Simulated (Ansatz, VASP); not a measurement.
**Nb in VASP and in Ansatz**

INCAR

```
SYSTEM = Nb
  PREC = Accurate
  ENCUT = 520
  EDIFF = 1E-6
  ISMEAR = -1
  SIGMA = 0.1
  LREAL = .False.
  LASPH = .True.
  NELM = 80
  ALGO = Normal
  ISIF = 2
  LWAVE = .False.
  LCHARG = .True.
  GGA = RE
  LELF = .True.
  LVHAR = .True.
  NBANDS = 12
```

Contents of KPOINTS:

```
regular mesh
0
Gamma
  13 13 13
  0 0 0
```

File POSCAR:

```
Nb
1.0
    2.8379377857      0.0000000000      0.0000000000
    0.0000000000      2.8379377857      0.0000000000
    0.0000000000      0.0000000000      2.8379377857
Nb
1
Direct
    0.0000000000      0.0000000000      0.0000000000
```

Input for Ansatz:

```yaml
crystal:
  lattice:
    - [2.8379377857, 0.0, 0.0]
    - [0.0, 2.8379377857, 0.0]
    - [0.0, 0.0, 2.8379377857]
  atoms:
    - { symbol: Nb, position: [0.0, 0.0, 0.0] }
hamiltonian:
  xc: revpbe
  pseudopotentials:
    kind: paw
    azcp:
      Nb: "pseudopotentials/Nb.paw.azcp"
basis:
  ecutwfc: 420
  fft_grid_basis: typed
kpoints:
  mp_grid: { grid: [13, 13, 13], shift: [0, 0, 0] }
magnetization:
  spin_polarized: false
scf:
  occupations: { method: fermi_dirac, width: 0.1 }
  lower_state_search: "off"
output:
  stress: true
  write_density: true
  write_potential: true
  elf: true
  volumetric_format: npy
```

Alike in both runs: task single point; functional revPBE; k mesh 13 × 13 × 13; occupations fermi-dirac, width 0.1 eV; no spin polarisation.

|  | VASP | Ansatz |
| --- | --- | --- |
| version | VASP 6.6.1 | Ansatz 0.2.0 |
| potentials or method | VASP PAW PBE potentials, release 64 (Nb_sv), cutoff 520 eV | plane waves (420 eV) with PAW, scalar-relativistic |
| valence electrons in the cell | 13 | 13 |

```tsv
	VASP	Ansatz	Ansatz less VASP
pressure (GPa)	-11.7	-11.6	+0.16
```

VASP's potentials were made for PBE, not for revPBE.
